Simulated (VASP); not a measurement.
A run of VASP 6.6.1 is set up as follows.

File INCAR:

```
PREC = Accurate
ENCUT = 520
EDIFF = 1E-6
ISMEAR = -1
SIGMA = 0.05
LREAL = False
LASPH = True
NELM = 100
ALGO = Normal
ISIF = 2
LWAVE = False
LCHARG = False
GGA = PS
NBANDS = 20
```

Contents of KPOINTS:

```
Automatic mesh
0
Gamma
  9 9 4
```

File POSCAR:

```
MoS2
1.0
    3.1615794509      0.0000000000      0.0000000000
   -1.5807897255      2.7380081205      0.0000000000
    0.0000000000      0.0000000000      6.1836112739
Mo S
1 2
Direct
    0.0000000000      0.0000000000      0.5000000000
    0.6666666667      0.3333333333      0.7446806800
    0.3333333333      0.6666666667      0.2553193200
```

Potentials or basis: VASP PAW PBE potentials, release 64 (Mo_sv, S).

The run is started by

```console
$ cat potpaw_PBE.64/Mo_sv/POTCAR potpaw_PBE.64/S/POTCAR > POTCAR
$ mpirun -np 1 vasp_std > vasp.out
```

(1) Estimate the pressure.

(2) Estimate the band gap on the k mesh.

(3) Estimate the largest force.

## Answers

(1) 5.5 GPa.

(2) zero (band 13 reaches 8.29 eV, above the bottom of band 14 at 7.30 eV).

(3) 1.091 eV/Å.

Caveat: the PAW data sets were made with another functional, which shifts forces and pressure a little; this functional lacks dispersion, which binds the layers, so the pressure and a relaxed spacing across them are unreliable.
